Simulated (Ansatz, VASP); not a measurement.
## One calculation of V2N3, two programs

```
CELL_PARAMETERS angstrom
2.73494 0.00000 0.00000
-1.36747 2.36853 0.00000
0.00000 0.00000 6.40121
ATOMIC_POSITIONS crystal
V 0.66667 0.33333 0.30212
V 0.33333 0.66667 0.69788
N 0.00000 0.00000 0.50000
N 0.00000 0.00000 0.10744
N 0.00000 0.00000 0.89256
```

Alike in both runs: task single point; functional PBEsol; k mesh 24 × 24 × 10; occupations gaussian, width 0.15 eV; no spin polarisation.

|  | VASP | Ansatz |
| --- | --- | --- |
| version | VASP 6.6.1 | Ansatz 0.2.0 |
| potentials or method | VASP PAW PBE potentials, release 64 (V_sv, N), cutoff 520 eV | scalar-relativistic, plane waves, PAW |
| valence electrons in the cell | 41 | 41 |

|  | VASP | Ansatz | Ansatz less VASP |
| --- | --- | --- | --- |
| gap on the k mesh at the Fermi level (eV) | none | none | - |
| pressure (GPa) | -3.5 | -4.2 | -0.71 |
| traceless stress, the component that is largest in VASP (GPa) | -22.76 | -23.16 | -0.403 |
| rms of the force components (eV/Å) | 0.348 | 0.364 | +0.0156 |

VASP's potentials were made for PBE, not for PBEsol. Atom by atom the forces differ by 0.019 eV/Å (rms over components). A gap of «none» marks a metal or a gap that the smearing closes.
